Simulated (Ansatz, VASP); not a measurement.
TiRe: VASP beside Ansatz

```
Ti Re
1.0
     3.15903    0.00000    0.00000
     0.00000    3.15903    0.00000
     0.00000    0.00000    3.15903
Ti Re
1 1
Direct
  0.50000 0.50000 0.50000
  0.00000 0.00000 0.00000
```

Change from the starting cell: volume scaled by 1.04, crystal datasets.

Alike in both runs: task electric field gradients; functional PBEsol; k mesh 13 × 13 × 13; occupations fermi-dirac, width 0.05 eV; no spin polarisation.

```csv
,VASP,Ansatz
version,VASP 6.6.1,Ansatz 0.2.0
potentials or method,"VASP PAW PBE potentials, release 64 (Ti_sv, Re), cutoff 520 eV","all-electron PAW with datasets made for the crystal, scalar-relativistic"
```

VASP gave:

| Quantity | Value |
| --- | --- |
| pressure (GPa) | -15.7 |

Task: Estimate Ansatz's values.

Result: Pressure (GPa): -15.4.

VASP's potentials were made for PBE, not for PBEsol. Ansatz ran all-electron here, and VASP with PAW potentials.

Neither program's run includes spin-orbit coupling.
